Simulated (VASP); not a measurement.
# CaO (Fm-3m) in VASP: notebook

The runs below take CaO through single point, with BLYP+D3(BJ), revPBE+D3(BJ), revPBE, PBE.

Program: VASP 6.6.1. These are calculated values, not measurements. Logs are shortened: lines on timing, memory, paths and dates and some standing lists are left out, and cuts for length are marked.

**1. The cell of the first run**

Symmetry: Fm-3m, No. 225, cubic system. Conventional cell: a = 4.807 Å, b = 4.807 Å, c = 4.807 Å, α = 90.00°, β = 90.00°, γ = 90.00°. Ca (site symmetry m-3m) has 6 O at 2.40 Å within 3.2 Å. Within 3.2 Å of O (site symmetry m-3m) lie 6 Ca at 2.40 Å.

**2. Single point, BLYP+D3(BJ)**

INCAR

```
PREC = Accurate
ENCUT = 520
EDIFF = 1E-7
ISMEAR = -1
SIGMA = 0.05
LREAL = F
LASPH = T
NELM = 80
ALGO = Normal
ISIF = 2
LWAVE = F
LCHARG = F
GGA = B5
ALDAX = 1.0
AGGAX = 1.0
AGGAC = 1.0
ALDAC = 0.0
IVDW = 12
VDW_S6 = 1.0
VDW_S8 = 2.6996
VDW_A1 = 0.4298
VDW_A2 = 4.2359
NBANDS = 15
```

KPOINTS

```
regular mesh
0
Gamma
  10 10 10
```

POSCAR

```
CaO
1.0
    0.0000000000      2.4035556960      2.4035556960
    2.4035556960      0.0000000000      2.4035556960
    2.4035556960      2.4035556960      0.0000000000
Ca O
1 1
Direct
    0.0000000000      0.0000000000      0.0000000000
    0.5000000000      0.5000000000      0.5000000000
```

Potentials or basis: VASP PAW PBE potentials, release 64 (Ca_sv, O).

Command:

```console
cat potpaw_PBE.64/Ca_sv/POTCAR potpaw_PBE.64/O/POTCAR > POTCAR
mpirun -np 1 vasp_std > vasp.out
```

OUTCAR:

```text
PREC = Accurate
   ENCUT = 520
   EDIFF = 1E-7
   ISMEAR = -1
   LREAL = F
   LASPH = T
   NELM = 80
   ISIF = 2
   GGA = B5
   IVDW = 12
 IVDW          = 12

 ion  position               nearest neighbor table
   1  0.000  0.000  0.000-   2 2.40   2 2.40   2 2.40   2 2.40   2 2.40   2 2.40
   2  0.500  0.500  0.500-   1 2.40   1 2.40   1 2.40   1 2.40   1 2.40   1 2.40

  LATTYP: Found a face centered cubic cell.
 ALAT       =     4.8071113920

  Lattice vectors:

 A1 = (   0.0000000000,   2.4035556960,   2.4035556960)
 A2 = (   2.4035556960,   0.0000000000,   2.4035556960)
 A3 = (   2.4035556960,   2.4035556960,   0.0000000000)

Analysis of symmetry for initial positions (statically):
=====================================================================
 Subroutine PRICEL returns:
 Original cell was already a primitive cell.

 Routine SETGRP: Setting up the symmetry group for a
 face centered cubic supercell.

 Subroutine GETGRP returns: Found 48 space group operations
 (whereof 48 operations were pure point group operations)
 out of a pool of 48 trial point group operations.

The static configuration has the point symmetry O_h .

Analysis of symmetry for dynamics (positions and initial velocities):
=====================================================================
 Subroutine PRICEL returns:
 Original cell was already a primitive cell.

 Routine SETGRP: Setting up the symmetry group for a
 face centered cubic supercell.

 Subroutine GETGRP returns: Found 48 space group operations
 (whereof 48 operations were pure point group operations)
 out of a pool of 48 trial point group operations.

The dynamic configuration has the point symmetry O_h .

 Subroutine INISYM returns: Found 48 space group operations
 (whereof 48 operations are pure point group operations),
 and found     1 'primitive' translations

----------------------------------------------------------------------------------------

                                     Primitive cell

  volume of cell :      27.7711

  direct lattice vectors                    reciprocal lattice vectors
     0.000000000  2.403555696  2.403555696    -0.208025136  0.208025136  0.208025136
     2.403555696  0.000000000  2.403555696     0.208025136 -0.208025136  0.208025136
     2.403555696  2.403555696  0.000000000     0.208025136  0.208025136 -0.208025136

  length of vectors
     3.399141063  3.399141063  3.399141063     0.360310104  0.360310104  0.360310104

  position of ions in fractional coordinates (direct lattice)
     0.000000000  0.000000000  0.000000000
     0.500000000  0.500000000  0.500000000

  ion indices of the primitive-cell ions
   primitive index   ion index
                 1           1
                 2           2

----------------------------------------------------------------------------------------

 KPOINTS: regular mesh

Automatic generation of k-mesh.
 Grid dimensions read from file:
 generate k-points for:   10   10   10

 Generating k-lattice:

  Cartesian coordinates                     Fractional coordinates (reciprocal lattice)
    -0.020802514  0.020802514  0.020802514     0.100000000  0.000000000  0.000000000
     0.020802514 -0.020802514  0.020802514     0.000000000  0.100000000  0.000000000
     0.020802514  0.020802514 -0.020802514     0.000000000  0.000000000  0.100000000

  Length of vectors
     0.036031010  0.036031010  0.036031010

  Shift w.r.t. Gamma in fractional coordinates (k-lattice)
     0.000000000  0.000000000  0.000000000

 Subroutine IBZKPT returns following result:
 ===========================================

 Found     47 irreducible k-points:

 Following reciprocal coordinates:
            Coordinates               Weight
  0.000000  0.000000  0.000000      1.000000
  0.100000  0.000000  0.000000      8.000000
  0.200000  0.000000  0.000000      8.000000
  0.300000  0.000000  0.000000      8.000000
  0.400000  0.000000  0.000000      8.000000
  0.500000  0.000000  0.000000      4.000000
[... 16 lines left out ...]
  0.300000  0.300000  0.000000      6.000000
  0.400000  0.300000  0.000000     24.000000
 [... further k-points ...]
   k-points           NKPTS =     47   k-points in BZ     NKDIM =     47   number of bands    NBANDS=     15
   number of dos      NEDOS =    301   number of ions     NIONS =      2
   total plane-waves  NPLWV =  21952
   dimension x,y,z NGX =    28 NGY =   28 NGZ =   28
   dimension x,y,z NGXF=    56 NGYF=   56 NGZF=   56
   ions per type =               1   1
   NGX,Y,Z   is equivalent  to a cutoff of  13.69, 13.69, 13.69 a.u.
   NGXF,Y,Z  is equivalent  to a cutoff of  27.39, 27.39, 27.39 a.u.
 SYSTEM =  unknown system
   PREC   = accura    normal or accurate (medium, high low for compatibility)
   ISTART =      0    job   : 0-new  1-cont  2-samecut
   ICHARG =      2    charge: 1-file 2-atom 10-const
   ISPIN  =      1    spin polarized calculation?
   LNONCOLLINEAR =      F non collinear calculations
   LSORBIT =      F    spin-orbit coupling
   LASPH  =      T    aspherical Exc in radial PAW
   ENCUT  =  520.0 eV  38.22 Ry    6.18 a.u.   6.32  6.32  6.32*2*pi/ulx,y,z
   NELM   =     80;   NELMIN=  2; NELMDL= -5     # of ELM steps
   EDIFF  = 0.1E-06   stopping-criterion for ELM
   LREAL  =      F    real-space projection
   EDIFFG = 0.1E-05   stopping-criterion for IOM
   NSW    =      0    number of steps for IOM
   IBRION =     -1    ionic relax: 0-MD 1-quasi-New 2-CG
   NFREE  =      0    steps in history (QN), initial steepest desc. (CG)
   ISIF   =      2    stress and relaxation
   ISYM   =      2    0-nonsym 1-usesym 2-fastsym
   POTIM  = 0.5000    time-step for ionic-motion
   TEBEG  =    0.0;   TEEND  =   0.0 temperature during run
   PSTRESS=    0.0 pullay stress
   NELECT =      16.0000    total number of electrons
   NUPDOWN=      -1.0000    fix difference up-down
   EMIN   =  10.00;   EMAX   =-10.00  energy-range for DOS
   EFERMI =   0.00;   METHOD = LEGACY
   ISMEAR =    -1;   SIGMA  =   0.05  broadening in eV -4-tet -1-fermi 0-gaus
   EFERMI_NEDOS =   21; number of points for ismear=-14 and -15
   IALGO  =     38    algorithm
   IMIX   =      4    mixing-type and parameters
     AMIX     =   0.40;   BMIX     =  1.00
     AMIX_MAG =   1.60;   BMIX_MAG =  1.00
  volume/ion in A,a.u.               =      13.89        93.70
  Fermi-wavevector in a.u.,A,eV,Ry     =   1.362231  2.574243 25.247954  1.855672
  Thomas-Fermi vector in A             =   2.488738
   LORBIT       =      0    0 simple, 1 ext, 2 COOP (PROOUT), +10 PAW based schemes
   GGA     = B5    functional components
   LHFCALC =     F    Hartree Fock is set to
   AEXX    =    0.0000 exact exchange contribution
   IVDW    =    12    specifies the selected vdW correction
   LEPSILON=     F    determine dielectric tensor
   LRPA    =     F    only Hartree local field effects (RPA)
 non-spin polarized calculation
  energy-cutoff  :      520.00
  volume of cell :       27.77
 maximum number of plane-waves:       763
 NGX is ok and might be reduce to    28
   NGX = 13   NGY = 13   NGZ = 13

 number of electron      15.9999997 magnetization

 Free energy of the ion-electron system (eV)
  ---------------------------------------------------
  ext. energy  EPLUGINS =         0.00000000
  ---------------------------------------------------
  free energy    TOTEN  =       -12.28426975 eV

  energy without entropy =      -12.28426975  energy(sigma->0) =      -12.28426975

 E-fermi :   3.7715     XC(G=0): -10.0307

 val. band max:        2.6670228005   @ k =   0.0000   0.0000   0.0000
 cond. band min:       6.3967423917   @ k =   0.5000   0.5000   0.0000
 fundamental gap:      3.7297195912
 Fermi energy:         3.7714608228

 k-point     1 :       0.0000    0.0000    0.0000
  band No.  band energies     occupation
      1     -34.9558      2.00000
      2     -15.8190      2.00000
      3     -15.8190      2.00000
      4     -15.8190      2.00000
      5     -12.7577      2.00000
      6       2.6670      2.00000
      7       2.6670      2.00000
      8       2.6670      2.00000
      9       7.6540      0.00000
     10       8.8368      0.00000
     11       8.8368      0.00000
     12       8.8368      0.00000
     13      10.3052      0.00000
     14      10.3052      0.00000
     15      18.2692      0.00000

 k-point     2 :       0.1000    0.0000    0.0000
  band No.  band energies     occupation
      1     -34.9461      2.00000
      2     -15.9524      2.00000
      3     -15.8241      2.00000
      4     -15.8241      2.00000
      5     -12.6174      2.00000
      6       2.3230      2.00000
      7       2.5281      2.00000
      8       2.5281      2.00000
      9       8.0962      0.00000
     10       8.8237      0.00000
     11       9.0041      0.00000
     12       9.0041      0.00000
     13      10.5433      0.00000
     14      10.5433      0.00000
     15      18.6241      0.00000

 k-point     3 :       0.2000    0.0000    0.0000
  band No.  band energies     occupation
      1     -34.9206      2.00000
      2     -16.2591      2.00000
      3     -15.8375      2.00000
      4     -15.8375      2.00000
      5     -12.2917      2.00000
      6       1.5767      2.00000
      7       2.1950      2.00000
      8       2.1950      2.00000
      9       8.8374      0.00000
     10       9.1720      0.00000
     11       9.4653      0.00000
     12       9.4653      0.00000
     13      11.1594      0.00000
     14      11.1594      0.00000
     15      19.0460      0.00000

 k-point     4 :       0.3000    0.0000    0.0000
  band No.  band energies     occupation
      1     -34.8889      2.00000
      2     -16.5821      2.00000
      3     -15.8538      2.00000
      4     -15.8538      2.00000
      5     -11.9429      2.00000
      6       0.8222      2.00000
      7       1.8304      2.00000
      8       1.8304      2.00000
      9       9.1065      0.00000
     10      10.0960      0.00000
     11      10.0960      0.00000
     12      10.3178      0.00000
     13      11.9387      0.00000
     14      11.9387      0.00000
     15      18.3579      0.00000
[... 307 lines left out ...]
 k-point    22 :      -0.2000    0.2000    0.0000
  band No.  band energies     occupation
      1     -34.8784      2.00000
      2     -16.5247      2.00000
      3     -15.9920      2.00000
      4     -15.8440      2.00000
      5     -11.9663      2.00000
      6       0.8159      2.00000
      7       1.6792      2.00000
      8       2.0670      2.00000
      9       8.8572      0.00000
     10       9.9124      0.00000
     11       9.9483      0.00000
     12      10.7150      0.00000
     13      12.2904      0.00000
     14      12.4380      0.00000
     15      18.8201      0.00000

 k-point    23 :       0.3000    0.3000    0.0000
  band No.  band energies     occupation
      1     -34.8683      2.00000
      2     -16.3806      2.00000
      3     -15.9658      2.00000
      4     -15.9658      2.00000
      5     -12.2557      2.00000
      6       0.9719      2.00000
      7       2.3318      2.00000
      8       2.3318      2.00000
      9       7.0722      0.00000
     10       9.8577      0.00000
     11      11.0091      0.00000
     12      11.1178      0.00000
     13      11.1178      0.00000
     14      13.0954      0.00000
     15      19.9483      0.00000

 k-point    24 :       0.4000    0.3000    0.0000
  band No.  band energies     occupation
      1     -34.8484      2.00000
      2     -16.4426      2.00000
      3     -16.0145      2.00000
      4     -15.9883      2.00000
      5     -12.2575      2.00000
      6       1.0373      2.00000
      7       2.1254      2.00000
      8       2.2203      2.00000
      9       7.0444      0.00000
     10      10.3813      0.00000
     11      11.3240      0.00000
     12      11.4054      0.00000
     13      11.5276      0.00000
     14      13.5371      0.00000
     15      18.3192      0.00000

 [... further k-points ...]

------------------------ aborting loop because EDIFF is reached ----------------------------------------

 Edisp (eV)   -1.25374

 E8    (eV) :    -0.9329

  FORCE on cell =-STRESS in cart. coord.  units (eV):
  Direction    XX          YY          ZZ          XY          YZ          ZX
  --------------------------------------------------------------------------------------
  -------------------------------------------------------------------------------------
  Total      -0.41804    -0.41804    -0.41804    -0.00000    -0.00000     0.00000
  in kB     -24.11780   -24.11780   -24.11780    -0.00000    -0.00000     0.00000
  external pressure =      -24.12 kB  Pullay stress =        0.00 kB

 VOLUME and BASIS-vectors are now :
 -----------------------------------------------------------------------------
  energy-cutoff  :      520.00
  volume of cell :       27.77
      direct lattice vectors                 reciprocal lattice vectors
     0.000000000  2.403555696  2.403555696    -0.208025136  0.208025136  0.208025136
     2.403555696  0.000000000  2.403555696     0.208025136 -0.208025136  0.208025136
     2.403555696  2.403555696  0.000000000     0.208025136  0.208025136 -0.208025136

 POSITION                                       TOTAL-FORCE (eV/Angst)
 -----------------------------------------------------------------------------------
      0.00000      0.00000      0.00000         0.000000      0.000000      0.000000
      2.40356      2.40356      2.40356         0.000000      0.000000     -0.000000
 -----------------------------------------------------------------------------------
    total drift:                                0.000000      0.000000      0.000000

  FREE ENERGIE OF THE ION-ELECTRON SYSTEM (eV)
  ---------------------------------------------------
  free  energy   TOTEN  =       -13.5380085604 eV

  energy  without entropy=      -13.5380085604  energy(sigma->0) =      -13.53800856
```

Wall time 24 s (1 thread of Intel Xeon Platinum 8488C (Sapphire Rapids), shared host); peak memory 0.17 GiB.

Results:

```yaml
Free_energy: -13.5380 eV
Pressure: -2.4 GPa
Band_gap_on_the_k_mesh: 3.73 eV, indirect (least direct gap 4.10 eV)
Dispersion_energy_per_atom: -0.627 eV
```

Caveat: three body term missing; the PAW data sets were made with another functional, which shifts forces and pressure a little. A k mesh can miss the band edges.

[end of part 1 of 2]
